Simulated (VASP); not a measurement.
LuCl4: single point with PBE

Crystal: LuCl4.

```
Cl Lu
1.0
    -4.15428    4.15428    3.65445
     4.15428   -4.15428    3.65445
     4.15428    4.15428   -3.65445
Cl Lu
8 2
Direct
  0.36250 0.79920 0.56330
  0.79920 0.73590 0.43670
  0.73590 0.79920 0.93670
  0.79920 0.36250 0.06330
  0.63750 0.20080 0.43670
  0.20080 0.63750 0.93670
  0.26410 0.20080 0.06330
  0.20080 0.26410 0.56330
  0.87500 0.12500 0.75000
  0.12500 0.87500 0.25000
```

* Program: VASP 6.6.1
* Task: single point
* Functional: PBE
* Potentials or basis: VASP PAW PBE potentials, release 64 (Cl, Lu)
* Cutoff: 520 eV
* k mesh: 4 × 4 × 4
* Occupations: fermi-dirac, width 0.1 eV
* Spin: no spin polarisation
* Dipole correction: no
* Further INCAR settings: ALGO = Normal; EDIFF = 1e-06; NBANDS = 64

| Property | Result |
| --- | --- |
| Pressure | -0.6 GPa |
| Largest force | 0.401 eV/Å |
| Band gap on the k mesh | zero (bands 53 and 54 overlap by 0.14 eV) |

Forces in eV/Å, atoms in the order of the input:
```
Cl   0.000 -0.281  0.287
Cl   0.281  0.000  0.287
Cl   0.000  0.281  0.287
Cl  -0.281  0.000  0.287
Cl   0.000  0.281 -0.287
Cl   0.281  0.000 -0.287
Cl   0.000 -0.281 -0.287
Cl  -0.281  0.000 -0.287
Lu   0.000  0.000  0.000
Lu   0.000  0.000  0.000
```

Stress tensor (GPa, compression positive):
```
 0.24  0.00  0.00
 0.00  0.24  0.00
 0.00  0.00 -2.24
```

Levels at points of the mesh, in eV from the Fermi level:
| k point | band 51 | band 52 | band 53 | band 54 | band 55 | band 56 | band 57 | band 58 |
| --- | --- | --- | --- | --- | --- | --- | --- | --- |
| (0.00, 0.00, 0.00) | -0.05 | 0.03 | 0.03 | 0.22 | 5.19 | 5.34 | 5.34 | 5.48 |
| (0.50, 0.00, 0.00) | -0.23 | -0.23 | -0.18 | -0.04 | 5.26 | 5.34 | 5.65 | 5.68 |
| (0.50, 0.50, 0.00) | -0.45 | -0.45 | 0.01 | 0.01 | 5.21 | 5.21 | 5.73 | 5.73 |
| (0.50, 0.50, 0.50) | -0.61 | -0.61 | -0.08 | -0.08 | 5.61 | 5.61 | 5.76 | 5.76 |

Wall time 5.3 min on 1 thread of Intel(R) Xeon(R) Platinum 8488C (Sapphire Rapids), with other jobs on the host, peak memory 0.45 GiB.

Caveat: spin-orbit coupling is left out, which moves the levels of the heavy elements.
